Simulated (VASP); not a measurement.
A run of VASP 6.6.1 is set up as follows.

INCAR

```
PREC     = Accurate       # precision mode
ENCUT    = 520            # plane-wave cutoff, eV
EDIFF    = 1E-6           # SCF threshold, eV
ISMEAR   = 0              # smearing method
SIGMA    = 0.05           # smearing width, eV
LREAL    = Auto         
LASPH    = T              # aspherical terms in the spheres
NELM     = 80             # most SCF steps
ALGO     = Normal         # electronic algorithm
ISIF     = 2              # what is computed and relaxed
LWAVE    = F              # write WAVECAR
LCHARG   = F              # write CHGCAR
GGA      = PS             # functional
NELECT   = 66.0         
NBANDS   = 48             # bands
```

The input KPOINTS:

```
regular mesh
0
Gamma
  2 2 2
```

File POSCAR:

```
LiSi16
1.0
    0.0000000000      5.4271200000      5.4271200000
    5.4271200000      0.0000000000      5.4271200000
    5.4271200000      5.4271200000      0.0000000000
Si Li
16 1
Direct
    0.3768313581      0.3731115214      0.3776107770
    0.2521460738      0.2431398237      0.2529997494
    0.3767852010      0.3730651801      0.8737563385
    0.2474329847      0.2508530307      0.7514651417
    0.3748159245      0.8750460649      0.3758164551
    0.2521808068      0.7523766749      0.2530191888
    0.3768149589      0.8769971919      0.8737680390
    0.2521112487      0.7523120919      0.7438993426
    0.8728854346      0.3730951223      0.3775967732
    0.7506836960      0.2508699826      0.2481716822
    0.8748630950      0.3750353779      0.8756028980
    0.7506433431      0.2508347890      0.7514531648
    0.8729118759      0.8770181054      0.3776143701
    0.7429124471      0.7523550244      0.2530060142
    0.8728607438      0.8769767390      0.8737599316
    0.7506700607      0.7476052676      0.7514677214
    0.1248113180      0.6250512242      0.1258483321
```

Potentials or basis: VASP PAW PBE potentials, release 64 (Si, Li_sv).

The run is started by

```sh
$ cat potpaw_PBE.64/Si/POTCAR potpaw_PBE.64/Li_sv/POTCAR > POTCAR
$ mpirun -np 1 vasp_std > vasp.out
```

(1) Estimate the largest force.

Results:

(1) 0.008 eV/Å.

Caveat: the k points lie up to 0.50 Å⁻¹ apart; the cell carries a net charge on a neutralising background, which shifts energy and pressure; the PAW data sets were made with another functional, which shifts forces and pressure a little.
